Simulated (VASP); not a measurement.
# InP (F-43m) in VASP: further runs, part 3 of 3

VASP 6.6.1.

## (5) Dielectric tensor, PBE

Input file INCAR:

```
SYSTEM = InP
  PREC = Accurate
  ENCUT = 520
  EDIFF = 1E-8
  ISMEAR = 0
  SIGMA = 0.01
  LREAL = .False.
  LASPH = .True.
  NELM = 80
  ALGO = Normal
  ISIF = 2
  LWAVE = .False.
  LCHARG = .False.
  GGA = PE
  LEPSILON = .True.
```

Input file KPOINTS:

```
regular mesh
0
Gamma
  8 8 8
  0 0 0
```

Input file POSCAR:

```
InP
1.0
    0.0000000000      2.9305000000      2.9305000000
    2.9305000000      0.0000000000      2.9305000000
    2.9305000000      2.9305000000      0.0000000000
In P
1 1
Direct
    0.0000000000      0.0000000000      0.0000000000
    0.7500000000      0.7500000000      0.7500000000
```

Potentials or basis: VASP PAW PBE potentials, release 64 (In_d, P).

The run is started by

```bash
$ cat potpaw_PBE.64/In_d/POTCAR potpaw_PBE.64/P/POTCAR > POTCAR
$ mpirun -np 1 vasp_std > vasp.out
```

OUTCAR:

```text
SYSTEM = InP
   PREC = Accurate
   ENCUT = 520
   EDIFF = 1E-8
   ISMEAR = 0
   LREAL = .False.
   LASPH = .True.
   NELM = 80
   ISIF = 2
   GGA = PE
   LEPSILON = .True.

 ion  position               nearest neighbor table
   1  0.000  0.000  0.000-   2 2.54   2 2.54   2 2.54   2 2.54
   2  0.750  0.750  0.750-   1 2.54   1 2.54   1 2.54   1 2.54

  LATTYP: Found a face centered cubic cell.
 ALAT       =     5.8610000000

  Lattice vectors:

 A1 = (   0.0000000000,   2.9305000000,   2.9305000000)
 A2 = (   2.9305000000,   0.0000000000,   2.9305000000)
 A3 = (   2.9305000000,   2.9305000000,   0.0000000000)

Analysis of symmetry for initial positions (statically):
=====================================================================
 Subroutine PRICEL returns:
 Original cell was already a primitive cell.

 Routine SETGRP: Setting up the symmetry group for a
 face centered cubic supercell.

 Subroutine GETGRP returns: Found 24 space group operations
 (whereof 24 operations were pure point group operations)
 out of a pool of 48 trial point group operations.

The static configuration has the point symmetry T_d .

Analysis of symmetry for dynamics (positions and initial velocities):
=====================================================================
 Subroutine PRICEL returns:
 Original cell was already a primitive cell.

 Routine SETGRP: Setting up the symmetry group for a
 face centered cubic supercell.

 Subroutine GETGRP returns: Found 24 space group operations
 (whereof 24 operations were pure point group operations)
[... 563 lines left out ...]
  free  energy   TOTEN  =        -8.3807873055 eV

  energy  without entropy=       -8.3807873055  energy(sigma->0) =       -8.38078731

 HEAD OF MICROSCOPIC STATIC DIELECTRIC TENSOR (INDEPENDENT PARTICLE, excluding Hartree and local field effects)
 ------------------------------------------------------
          15.046241    -0.000000    -0.000000
          -0.000000    15.046241     0.000000
           0.000000    -0.000000    15.046241
 ------------------------------------------------------

 Free energy of the ion-electron system (eV)
  ---------------------------------------------------
  ---------------------------------------------------
  free energy    TOTEN  =        -2.02298715 eV

  energy without entropy =       -2.02298715

------------------------ aborting loop because EDIFF is reached ----------------------------------------

--------------------------------------- Ionic step        2  -------------------------------------------

------------------------ aborting loop because EDIFF is reached ----------------------------------------

--------------------------------------- Ionic step        3  -------------------------------------------

 Free energy of the ion-electron system (eV)
  ---------------------------------------------------
  ---------------------------------------------------
  free energy    TOTEN  =        -2.02298784 eV

  energy without entropy =       -2.02298784

------------------------ aborting loop because EDIFF is reached ----------------------------------------

 PIEZOELECTRIC TENSOR FIELD DIRECTION 3  (e Angst)
 -----------------------------------------------------------------------------
    -0.00056  2.71440  0.00000           (  0.00000  0.03046  0.00000)
     2.71440 -0.00056  0.00000           (  0.03046  0.00000  0.00000)
     0.00000  0.00000 -0.00102           (  0.00000  0.00000 -0.00000)

 PIEZOELECTRIC TENSOR FIELD DIRECTION 3  (C/m^2)
 -----------------------------------------------------------------------------
    -0.00018  0.86403  0.00000
     0.86403 -0.00018  0.00000
     0.00000  0.00000 -0.00032

 MACROSCOPIC STATIC DIELECTRIC TENSOR (including local field effects in DFT)
 ------------------------------------------------------
          14.633028    -0.000000    -0.000000
           0.000000    14.633028     0.000000
          -0.000000     0.000000    14.633028
 ------------------------------------------------------

 PIEZOELECTRIC TENSOR (including local field effects)  for field in x, y, z        (e  Angst)
          XX          YY          ZZ          XY          YZ          ZX
  --------------------------------------------------------------------------------
  x    -0.00000    -0.00000     0.00000     0.00000     2.72371     0.00000
  y     0.00000     0.00000     0.00000     0.00000     0.00000     2.72371
  z     0.00000    -0.00000     0.00000     2.72371     0.00000     0.00000

 PIEZOELECTRIC TENSOR (including local field effects)  for field in x, y, z        (C/m^2)
          XX          YY          ZZ          XY          YZ          ZX
  --------------------------------------------------------------------------------
  x    -0.00000    -0.00000     0.00000     0.00000     0.86699     0.00000
  y     0.00000     0.00000     0.00000     0.00000     0.00000     0.86699
  z     0.00000    -0.00000     0.00000     0.86699     0.00000     0.00000

 BORN EFFECTIVE CHARGES (including local field effects) (in |e|, cummulative output)
 ---------------------------------------------------------------------------------
 ion    1
    1     2.63957     0.00000     0.00000
    2    -0.00000     2.63957     0.00000
    3    -0.00000    -0.00000     2.63957
 ion    2
    1    -2.63957    -0.00000    -0.00000
    2     0.00000    -2.63957    -0.00000
    3     0.00000     0.00000    -2.63957
```

OSZICAR:

```text
N       E                     dE             d eps       ncg     rms          rms(c)
DAV:   1     0.114190894715E+03    0.11419E+03   -0.86044E+03   759   0.155E+03
DAV:   2    -0.269494495355E+00   -0.11446E+03   -0.11129E+03   779   0.335E+02
[... 12 lines left out ...]
RMM:  10    -0.202301473976E+01    0.39295E-04    0.18128E-06  4953   0.392E-03    0.218E-03
RMM:  11    -0.202299796664E+01    0.16773E-04   -0.72513E-06  4590   0.178E-03    0.130E-03
RMM:  12    -0.202299629772E+01    0.16689E-05    0.43293E-07  5079   0.719E-04    0.245E-04
RMM:  13    -0.202298780142E+01    0.84963E-05   -0.57766E-07  4202   0.345E-04    0.213E-04
RMM:  14    -0.202298753254E+01    0.26888E-06    0.14289E-06  3543   0.143E-04    0.285E-05
RMM:  15    -0.202298770884E+01   -0.17630E-06   -0.23701E-08  2054   0.776E-05    0.167E-05
RMM:  16    -0.202298783881E+01   -0.12997E-06    0.57901E-09  1222   0.574E-05    0.659E-06
```

Wall time 8.6 min (1 thread of Intel Xeon 8259CL, shared host); peak memory 0.33 GiB.

Results:

```yaml
Band_gap_on_the_k_mesh: 0.71 eV
Electronic_dielectric_tensor_diagonal: 14.63
Born_charges_mean_of_the_diagonal: In +2.64; P -2.64 e
```

Electronic dielectric tensor:
```
14.63  0.00  0.00
 0.00 14.63  0.00
 0.00  0.00 14.63
```

Born effective charge tensors (e):
atom 1, In
```
2.64 0.00 0.00
0.00 2.64 0.00
0.00 0.00 2.64
```
atom 2, P
```
-2.64  0.00  0.00
 0.00 -2.64  0.00
 0.00  0.00 -2.64
```

Caveat: spin-orbit coupling is left out, which moves the levels of the heavy elements.

## (6) The runs side by side

| task | level | k mesh | cutoff (eV) | smearing | grid for exact exchange (PRECFOCK) | share of exact exchange | screening parameter | dipole correction | ions in elastic constants | gap on the mesh (eV) | pressure (GPa) |
| --- | --- | --- | --- | --- | --- | --- | --- | --- | --- | --- | --- |
| band structure | HSE06 | 6 × 6 × 6 | 520 | gaussian 0.02 eV | Fast | 0.25 | 0.2 1/Å | - | - | 1.52 | 1.3 |
| band structure | HSE03 | 6 × 6 × 6 | 520 | gaussian 0.02 eV | Fast | 0.25 | 0.3 1/Å | - | - | 1.34 | 1.6 |
| elastic constants | PBEsol | 6 × 6 × 6 | 600 | fermi-dirac 0.05 eV | - | - | - | no | relaxed | - | - |
| dielectric tensor | PBE | 8 × 8 × 8 | 520 | gaussian 0.01 eV | - | - | - | no | - | 0.71 | - |

Alike in all rows: potentials or basis VASP PAW PBE potentials, release 64 (In_d, P); no spin polarisation; cell as given.

On the cell as given the gap runs from 0.71 eV (PBE) to 1.52 eV (HSE06); the meshes differ, which moves gaps too.

Caveats: spin-orbit coupling is left out, which moves the levels of the heavy elements; the PAW data sets were made with another functional, which shifts forces and pressure a little (at least some runs).

Absolute energies hang on the potentials; compare differences alone.
